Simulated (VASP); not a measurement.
# La8CS8O2 in VASP: a series of runs

Runs on La8CS8O2. Level: PBE+D3(BJ). Tasks: single point.

All numbers are computed with VASP 6.6.1; they aren't measurements. Logs are shortened: lines on timing, memory, paths and dates and some standing lists are left out, and cuts for length are marked.

### Step 1. The cell of the first run

The cell holds a slab with vacuum, 19 atoms: a = 8.185 Å, b = 8.185 Å, c = 18.013 Å, α = 90.00°, β = 90.00°, γ = 60.00°.

### Step 2. Single point, PBE+D3(BJ)

INCAR

```
ALGO = Normal
EDIFF = 1E-6
ENCUT = 520
GGA = PE
ISIF = 2
ISMEAR = 0
IVDW = 12
LASPH = T
LCHARG = F
LREAL = Auto
LWAVE = F
NBANDS = 91
NELM = 80
PREC = Accurate
SIGMA = 0.05
```

KPOINTS

```
k-points
0
Gamma
  2 2 1
```

POSCAR

```
La8CS8O2
1.0
    8.1854680000      0.0000000000      0.0000000000
    4.0927340000      7.0888230000      0.0000000000
    0.0000000000      0.0000000000     18.0125550000
La S C O
8 8 1 2
Direct
    0.0000000000      0.0000000000      0.0555168326
   -0.0000000353      0.5000000705      0.0555168326
    0.5000000000      0.0000000000      0.0555168326
    0.4999999647      0.5000000705      0.0555168326
    0.6611919288      0.6685283297      0.2508550841
    0.6678543005      0.1652531034      0.2542769751
    0.1692815846      0.6704704011      0.2518768159
    0.1612784286      0.1828341602      0.2753965776
    0.3297746687      0.8412230070      0.1493793634
    0.3303030004      0.3326351920      0.1509516001
    0.8338039198      0.8333748776      0.1493628750
    0.8379804308      0.3314490995      0.1506735163
   -0.0091068022      0.5212460517      0.3473022012
    0.9968146782      0.9946415646      0.3312384612
    0.5007199974      0.5001408555      0.3285548885
    0.5137386616     -0.0099665346      0.3299569661
    0.3784368827      0.3747338592      0.4933029767
    0.1310927781      0.3457212855      0.4091536154
    0.5116718595      0.2329539050      0.5029539119
```

Potentials or basis: VASP PAW PBE potentials, release 64 (La, S, C, O).

Started as:

```sh
> cat potpaw_PBE.64/La/POTCAR potpaw_PBE.64/S/POTCAR potpaw_PBE.64/C/POTCAR potpaw_PBE.64/O/POTCAR > POTCAR
> mpirun -np 1 vasp_std > vasp.out
```

OUTCAR:

```text
EDIFF = 1E-6
   ENCUT = 520
   GGA = PE
   ISIF = 2
   ISMEAR = 0
   IVDW = 12
   LASPH = T
   LREAL = Auto
   NELM = 80
   PREC = Accurate
 IVDW          = 12

 ion  position               nearest neighbor table
   1  0.000  0.000  0.056-   9 2.89  11 2.90  12 2.91
   2  1.000  0.500  0.056-  12 2.90  10 2.90  11 2.91
   3  0.500  0.000  0.056-   9 2.88  11 2.91  10 2.92
   4  0.500  0.500  0.056-  10 2.94  12 2.95   9 2.95
   5  0.661  0.669  0.251-  16 2.69  15 2.72  13 2.92   9 2.98  12 3.00  11 3.01
   6  0.668  0.165  0.254-  16 2.70  14 2.71  15 2.73  11 3.02  12 3.03  10 3.03
   7  0.169  0.670  0.252-  14 2.71  15 2.73  13 2.89   9 2.99  10 3.01  11 3.01
   8  0.161  0.183  0.275-  16 2.69  14 2.70  18 2.70  13 2.73  10 3.18  12 3.21
   9  0.330  0.841  0.149-   3 2.88   1 2.89   4 2.95   5 2.98   7 2.99
  10  0.330  0.333  0.151-   2 2.90   3 2.92   4 2.94   7 3.01   6 3.03   8 3.18
  11  0.834  0.833  0.149-   1 2.90   2 2.91   3 2.91   5 3.01   7 3.01   6 3.02
  12  0.838  0.331  0.151-   2 2.90   1 2.91   4 2.95   5 3.00   6 3.03   8 3.21
  13  0.991  0.521  0.347-  18 1.72   8 2.73   7 2.89   5 2.92
  14  0.997  0.995  0.331-   8 2.70   7 2.71   6 2.71
  15  0.501  0.500  0.329-   5 2.72   6 2.73   7 2.73
  16  0.514  0.990  0.330-   8 2.69   5 2.69   6 2.70
  17  0.378  0.375  0.493-  19 1.14
  18  0.131  0.346  0.409-  13 1.72   8 2.70
  19  0.512  0.233  0.503-  17 1.14

  LATTYP: Found a hexagonal cell.
 ALAT       =     8.1854678009
 C/A-ratio  =     2.2005529113

  Lattice vectors:

 A1 = (  -4.0927340000,  -7.0888230000,   0.0000000000)
 A2 = (   8.1854680000,   0.0000000000,   0.0000000000)
 A3 = (   0.0000000000,   0.0000000000,  18.0125550000)

Analysis of symmetry for initial positions (statically):
=====================================================================
 Subroutine PRICEL returns:
 Original cell was already a primitive cell.

 Routine SETGRP: Setting up the symmetry group for a
 hexagonal supercell.

 Subroutine GETGRP returns: Found  1 space group operations
 (whereof  1 operations were pure point group operations)
 out of a pool of 24 trial point group operations.

The static configuration has the point symmetry C_1 .

Analysis of symmetry for dynamics (positions and initial velocities):
=====================================================================
 Subroutine PRICEL returns:
 Original cell was already a primitive cell.

 Routine SETGRP: Setting up the symmetry group for a
 hexagonal supercell.

 Subroutine GETGRP returns: Found  1 space group operations
 (whereof  1 operations were pure point group operations)
[... 123 lines left out ...]
   POTIM  = 0.5000    time-step for ionic-motion
   TEBEG  =    0.0;   TEEND  =   0.0 temperature during run
   PSTRESS=    0.0 pullay stress
   NELECT =     152.0000    total number of electrons
   NUPDOWN=      -1.0000    fix difference up-down
   EMIN   =  10.00;   EMAX   =-10.00  energy-range for DOS
   EFERMI =   0.00;   METHOD = LEGACY
   ISMEAR =     0;   SIGMA  =   0.05  broadening in eV -4-tet -1-fermi 0-gaus
   EFERMI_NEDOS =   21; number of points for ismear=-14 and -15
   IALGO  =     38    algorithm
   IMIX   =      4    mixing-type and parameters
     AMIX     =   0.40;   BMIX     =  1.00
     AMIX_MAG =   1.60;   BMIX_MAG =  1.00
  volume/ion in A,a.u.               =      55.01       371.22
  Fermi-wavevector in a.u.,A,eV,Ry     =   0.860911  1.626886 10.084205  0.741168
  Thomas-Fermi vector in A             =   1.978486
   LORBIT       =      0    0 simple, 1 ext, 2 COOP (PROOUT), +10 PAW based schemes
   GGA     = PE    functional components
   LHFCALC =     F    Hartree Fock is set to
   AEXX    =    0.0000 exact exchange contribution
   IVDW    =    12    specifies the selected vdW correction
   LEPSILON=     F    determine dielectric tensor
   LRPA    =     F    only Hartree local field effects (RPA)
 non-spin polarized calculation
 Gauss-broadening in eV      SIGMA  =   0.05
  energy-cutoff  :      520.00
  volume of cell :     1045.18
 maximum number of plane-waves:     28207
 NGX is ok and might be reduce to    64
   NGX = 31   NGY = 31   NGZ = 67

 number of electron     151.9999999 magnetization

 Free energy of the ion-electron system (eV)
  ---------------------------------------------------
  ext. energy  EPLUGINS =         0.00000000
  ---------------------------------------------------
  free energy    TOTEN  =      -115.95980441 eV

  energy without entropy =     -115.89886058  energy(sigma->0) =     -115.92933250

 E-fermi :   0.6942     XC(G=0):  -5.2754

 val. band max:        0.6802464962   @ k =   0.5000   0.0000   0.0000
 cond. band min:       0.7107363419   @ k =   0.5000   0.5000   0.0000
 fundamental gap:      0.0304898457
 Fermi energy:         0.6941808086

 k-point     1 :       0.0000    0.0000    0.0000
  band No.  band energies     occupation
      1     -32.8623      2.00000
      2     -32.7763      2.00000
      3     -32.7461      2.00000
      4     -32.7361      2.00000
      5     -31.7108      2.00000
      6     -31.6639      2.00000
[... 353 lines left out ...]
     87       1.8333      0.00000
     88       1.8490      0.00000
 [bands above 88 left out]

------------------------ aborting loop because EDIFF is reached ----------------------------------------

 Edisp (eV)   -4.41649

 E8    (eV) :    -2.1708

  FORCE on cell =-STRESS in cart. coord.  units (eV):
  Direction    XX          YY          ZZ          XY          YZ          ZX
  --------------------------------------------------------------------------------------
  -------------------------------------------------------------------------------------
  Total       1.63742     1.57469    -7.07343     0.51081     2.02254    -1.87371
  in kB       2.51003     2.41386   -10.84296     0.78302     3.10038    -2.87223
  external pressure =       -1.97 kB  Pullay stress =        0.00 kB

 VOLUME and BASIS-vectors are now :
 -----------------------------------------------------------------------------
  energy-cutoff  :      520.00
  volume of cell :     1045.18
      direct lattice vectors                 reciprocal lattice vectors
     8.185468000  0.000000000  0.000000000     0.122167725 -0.070533571  0.000000000
     4.092734000  7.088823000  0.000000000     0.000000000  0.141067142  0.000000000
     0.000000000  0.000000000 18.012555000     0.000000000  0.000000000  0.055516833

 POSITION                                       TOTAL-FORCE (eV/Angst)
 -----------------------------------------------------------------------------------
      0.00000      0.00000      1.00000        -0.069343     -0.077270      0.117809
     10.23183      3.54441      1.00000         0.020662      0.112114      0.097717
      4.09273      0.00000      1.00000         0.056691     -0.057008      0.083591
      6.13910      3.54441      1.00000        -0.001241     -0.024815     -0.108786
      8.14827      4.73908      4.51854         0.286328     -0.200831      0.159640
      6.14304      1.17145      4.58018         0.037093      0.009404     -0.080600
[... 11 lines left out ...]
      2.48800      2.45076      7.36990        -1.014129      1.101115     -2.954219
      5.14169      1.65137      9.05949         0.226958     -0.707297      0.051385
 -----------------------------------------------------------------------------------
    total drift:                               -0.006604      0.002515      0.002489

  FREE ENERGIE OF THE ION-ELECTRON SYSTEM (eV)
  ---------------------------------------------------
  free  energy   TOTEN  =      -120.3762898076 eV

  energy  without entropy=     -120.3153459775  energy(sigma->0) =     -120.34581789
```

stdout:

```text
POSCAR found type information on POSCAR LaS C O
 POSCAR found :  4 types and      19 ions
 scaLAPACK will be used
 LDA part: xc-table for (Slater+PW92), standard interpolation
 POSCAR, INCAR and KPOINTS ok, starting setup
 FFT: planning ... GRIDC
 FFT: planning ... GRID_SOFT
 FFT: planning ... GRID
 WAVECAR not read
 entering main loop
```

It took 21 min on 1 thread of Intel Xeon Platinum 8559C (Emerald Rapids), shared host; peak memory 1.1 GiB.

What came out:

```yaml
Free_energy: -120.3763 eV
Largest_force: 3.312 eV/Å
Band_gap_on_the_k_mesh: 0.03 eV
Dispersion_energy_per_atom: -0.232 eV
```

Forces in eV/Å, atoms in the order of the input:
```
La  -0.069 -0.077  0.118
La   0.021  0.112  0.098
La   0.057 -0.057  0.084
La  -0.001 -0.025 -0.109
La   0.286 -0.201  0.160
La   0.037  0.009 -0.081
La  -0.055 -0.012  0.004
La   0.126  0.020  0.723
S    0.068  0.018  0.129
S   -0.011  0.000  0.070
S    0.011 -0.040  0.079
S    0.023 -0.007  0.062
S    0.358 -0.824  1.370
S   -0.032 -0.017  0.078
S   -0.020  0.021 -0.004
S    0.142 -0.097  0.093
C   -0.153  0.784  0.030
O   -1.014  1.101 -2.954
O    0.227 -0.707  0.051
```

Levels at points of the mesh, in eV from the valence-band top:
| k point | band 72 | band 73 | band 74 | band 75 | band 76 | band 77 | band 78 | band 79 | band 80 | band 81 |
| --- | --- | --- | --- | --- | --- | --- | --- | --- | --- | --- |
| (0.00, 0.00, 0.00) | -0.68 | -0.57 | -0.47 | -0.40 | -0.34 | 0.45 | 0.54 | 0.55 | 0.55 | 0.80 |
| (0.50, 0.00, 0.00) | -0.51 | -0.32 | -0.30 | -0.02 | 0.00 | 0.03 | 0.04 | 0.15 | 0.17 | 0.78 |
| (0.50, 0.50, 0.00) | -0.50 | -0.33 | -0.31 | -0.02 | 0.00 | 0.03 | 0.04 | 0.15 | 0.17 | 0.79 |
| (0.00, 0.50, 0.00) | -0.53 | -0.36 | -0.32 | -0.08 | 0.00 | 0.04 | 0.06 | 0.16 | 0.18 | 0.78 |

Caveat: the k points lie up to 0.44 Å⁻¹ apart; there is no dipole correction, which matters where the two faces differ; semilocal functionals underestimate gaps, and a narrow one can read as zero; spin-orbit coupling is left out, which moves the levels of the heavy elements.

### Step 3. Single point, PBE+D3(BJ)

INCAR is that of step 2.

KPOINTS is that of step 2.

POSCAR

```
La8CS8O2
1.0
    8.1854680000      0.0000000000      0.0000000000
    4.0927340000      7.0888230000      0.0000000000
    0.0000000000      0.0000000000     18.0125550000
La S C O
8 8 1 2
Direct
    0.0000000000      0.0000000000      0.0555168326
   -0.0000000353      0.5000000705      0.0555168326
    0.5000000000      0.0000000000      0.0555168326
    0.4999999647      0.5000000705      0.0555168326
    0.6600022277      0.6691096674      0.2494250816
    0.6680067995      0.1649334452      0.2535782403
    0.1699006705      0.6711661442      0.2506977494
    0.1582478054      0.1874164442      0.2782575820
    0.3289550253      0.8422172482      0.1490964497
    0.3296110664      0.3325828561      0.1511247571
    0.8337975111      0.8333483570      0.1493378924
    0.8387271615      0.3312606338      0.1508468954
   -0.0193733827      0.5351389081      0.3466204545
    0.9957500337      0.9931043560      0.3312726040
    0.5006446058      0.4999632520      0.3282937373
    0.5156691200     -0.0110757456      0.3302197828
    0.3515808604      0.3967037969      0.4919588032
    0.1104452023      0.3433952294      0.3949449703
    0.4747473096      0.2510485873      0.5056540841
```

Potentials or basis: VASP PAW PBE potentials, release 64 (La, S, C, O).

Started as:

```sh
> cat potpaw_PBE.64/La/POTCAR potpaw_PBE.64/S/POTCAR potpaw_PBE.64/C/POTCAR potpaw_PBE.64/O/POTCAR > POTCAR
> mpirun -np 1 vasp_std > vasp.out
```

Run time: 19 min. Hardware: 1 thread of Intel Xeon Platinum 8559C (Emerald Rapids), shared host; peak memory 1.1 GiB.

Results (log left out):

- Free energy: -121.0244 eV
- Largest force: 1.237 eV/Å
- Band gap on the k mesh: 0.04 eV
- Dispersion energy per atom: -0.233 eV

Forces on the atoms (eV/Å):
```
La  -0.065 -0.067  0.102
La   0.017  0.096  0.083
La   0.062 -0.037  0.082
La  -0.009 -0.023 -0.111
La   0.148 -0.098  0.076
La   0.018  0.004 -0.067
La  -0.036  0.001 -0.013
La   0.058  0.059  0.530
S    0.041  0.005  0.062
S   -0.006  0.001  0.045
S    0.006 -0.019  0.046
S    0.010 -0.003  0.035
S   -0.039  0.204  0.182
S   -0.034 -0.017  0.053
S   -0.019  0.002  0.007
S    0.099 -0.063  0.064
C   -0.215  0.742 -0.122
O   -0.276 -0.080 -1.204
O    0.239 -0.706  0.150
```

Levels at points of the mesh, in eV from the valence-band top:
| k point | band 73 | band 74 | band 75 | band 76 | band 77 | band 78 | band 79 | band 80 |
| --- | --- | --- | --- | --- | --- | --- | --- | --- |
| (0.00, 0.00, 0.00) | -0.66 | -0.45 | -0.42 | -0.39 | 0.46 | 0.55 | 0.55 | 0.56 |
| (0.50, 0.00, 0.00) | -0.32 | -0.30 | -0.01 | 0.00 | 0.04 | 0.05 | 0.15 | 0.18 |
| (0.50, 0.50, 0.00) | -0.32 | -0.31 | -0.01 | 0.00 | 0.04 | 0.05 | 0.15 | 0.18 |
| (0.00, 0.50, 0.00) | -0.36 | -0.32 | -0.08 | 0.00 | 0.04 | 0.07 | 0.17 | 0.19 |

Caveat: the k points lie up to 0.44 Å⁻¹ apart; there is no dipole correction, which matters where the two faces differ; semilocal functionals underestimate gaps, and a narrow one can read as zero; spin-orbit coupling is left out, which moves the levels of the heavy elements.
